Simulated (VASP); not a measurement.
Write the native input for VASP 6.6.1 that does the following.

```yaml
Task: density of states
Functional: PBEsol
Potentials_or_basis: VASP PAW PBE potentials, release 64 (Zn)
Cutoff: 520 eV
k_mesh: 19 × 19 × 19
Occupations: fermi-dirac, width 0.05 eV
Spin: no spin polarisation
Dipole_correction: no
k_mesh_for_the_DOS: 29 × 29 × 29
Occupations_for_the_DOS: tetrahedron
Further_INCAR_settings: ALGO = Normal; EDIFF = 1e-06; NBANDS = 12
```

Zn:

```
Zn
1.0
    -1.53075    1.53075    1.53075
     1.53075   -1.53075    1.53075
     1.53075    1.53075   -1.53075
Zn
1
Direct
  0.00000 0.00000 0.00000
```

The input as run:

POSCAR

```
Zn
1.0
   -1.5307457518      1.5307457518      1.5307457518
    1.5307457518     -1.5307457518      1.5307457518
    1.5307457518      1.5307457518     -1.5307457518
Zn
1
Direct
    0.0000000000      0.0000000000      0.0000000000
```

INCAR.step1

```
SYSTEM = Zn
PREC     = Accurate       ! precision mode
ENCUT    = 520            ! plane-wave cutoff, eV
EDIFF    = 1E-6           ! SCF threshold, eV
ISMEAR   = -1             ! smearing method
SIGMA    = 0.05           ! smearing width, eV
LREAL    = .FALSE.        ! projectors in reciprocal space
LASPH    = .TRUE.         ! aspherical terms in the spheres
NELM     = 60             ! most SCF steps
ALGO     = Normal         ! electronic algorithm
ISIF     = 2              ! what is computed and relaxed
LWAVE    = .FALSE.        ! write WAVECAR
LCHARG   = .TRUE.         ! write CHGCAR
GGA      = PS             ! functional
NBANDS   = 12             ! bands
```

KPOINTS.step1

```
regular mesh
0
G
  19 19 19
  0 0 0
```

INCAR.step2

```
SYSTEM = Zn
PREC     = Accurate       ! precision mode
ENCUT    = 520            ! plane-wave cutoff, eV
EDIFF    = 1E-6           ! SCF threshold, eV
ISMEAR   = -5             ! smearing method
SIGMA    = 0.05           ! smearing width, eV
LREAL    = .FALSE.        ! projectors in reciprocal space
LASPH    = .TRUE.         ! aspherical terms in the spheres
NELM     = 60             ! most SCF steps
ALGO     = Normal         ! electronic algorithm
ISIF     = 2              ! what is computed and relaxed
LWAVE    = .FALSE.        ! write WAVECAR
LCHARG   = .FALSE.        ! write CHGCAR
GGA      = PS             ! functional
LORBIT   = 11             ! projections on sites
NBANDS   = 12             ! bands
NEDOS    = 1001           ! points of the DOS
ICHARG   = 11             ! starting density
```

KPOINTS.step2

```
regular mesh
0
G
  29 29 29
  0 0 0
```

Potentials or basis: VASP PAW PBE potentials, release 64 (Zn).

Launch:

```console
$ cat potpaw_PBE.64/Zn/POTCAR > POTCAR
$ cp INCAR.step1 INCAR
$ cp KPOINTS.step1 KPOINTS
$ mpirun -np 1 vasp_std > vasp.out
$ cp INCAR.step2 INCAR
$ cp KPOINTS.step2 KPOINTS
$ mpirun -np 1 vasp_std > vasp.out
```

It gave:

```
Valence electrons inside the program's atomic spheres : Zn 10.80
```

Wall time 57 s on 1 thread of Intel(R) Xeon(R) Platinum 8488C (Sapphire Rapids), with other jobs on the host, peak memory 0.27 GiB.
